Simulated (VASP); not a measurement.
TiSi16 (a cell with a defect), 17 atoms in the cell. The cell holds a defect, 17 atoms: a = 7.679 Å, b = 7.679 Å, c = 7.679 Å, α = 60.00°, β = 60.00°, γ = 60.00°. 

- Program: VASP 6.6.1
- Task: single point
- Functional: PBEsol
- Potentials or basis: VASP PAW PBE potentials, release 64 (Si, Ti_sv)
- Cutoff: 520 eV
- k mesh: 2 × 2 × 2
- Occupations: fermi-dirac, width 0.02 eV
- Spin: no spin polarisation
- Dipole correction: no
- Further INCAR settings: LREAL = Auto; ALGO = Normal; EDIFF = 1e-07; NBANDS = 52

Potentials or basis: VASP PAW PBE potentials, release 64 (Si, Ti_sv).

Command:

```sh
$ cat potpaw_PBE.64/Si/POTCAR potpaw_PBE.64/Ti_sv/POTCAR > POTCAR
$ mpirun -np 1 vasp_std > vasp.out
```

Hardware: 1 thread of AMD EPYC 9R45 96-Core Processor (Zen 5), with other jobs on the host.

Task: How long does it take, and how much memory?

Result: Wall time 3.6 min on 1 thread of AMD EPYC 9R45 96-Core Processor (Zen 5), on a shared host, peak memory 0.47 GiB. Counts: scf iterations 17, k points 8.
